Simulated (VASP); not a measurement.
A run of VASP 6.6.1 is set up as follows.

Contents of INCAR:

```
PREC     = Accurate       # precision mode
ENCUT    = 520            # plane-wave cutoff, eV
EDIFF    = 1E-6           # SCF threshold, eV
ISMEAR   = -1             # smearing method
SIGMA    = 0.15           # smearing width, eV
LREAL    = False          # projectors in reciprocal space
LASPH    = True           # aspherical terms in the spheres
NELM     = 60             # most SCF steps
ALGO     = Normal         # electronic algorithm
ISIF     = 2              # what is computed and relaxed
LWAVE    = False          # write WAVECAR
LCHARG   = True           # write CHGCAR
LELF     = True           # ELF
LVHAR    = True         
NBANDS   = 12             # bands
```

Contents of KPOINTS:

```
Automatic mesh
0
Gamma
  18 18 18
```

File POSCAR:

```
Nb
1.0
   -1.6252468511      1.6252468511      1.6252468511
    1.6252468511     -1.6252468511      1.6252468511
    1.6252468511      1.6252468511     -1.6252468511
Nb
1
Direct
    0.0000000000      0.0000000000      0.0000000000
```

Potentials or basis: VASP PAW LDA potentials, release 64 (Nb_sv).

Launch:

```sh
$ cat potpaw_LDA.64/Nb_sv/POTCAR > POTCAR
$ mpirun -np 1 vasp_std > vasp.out
```

(1) Estimate the band gap on the k mesh.

(2) Estimate the pressure.

## Answers

(1) zero (an odd number of electrons rules out a gap without spin polarisation).

(2) -0.2 GPa.
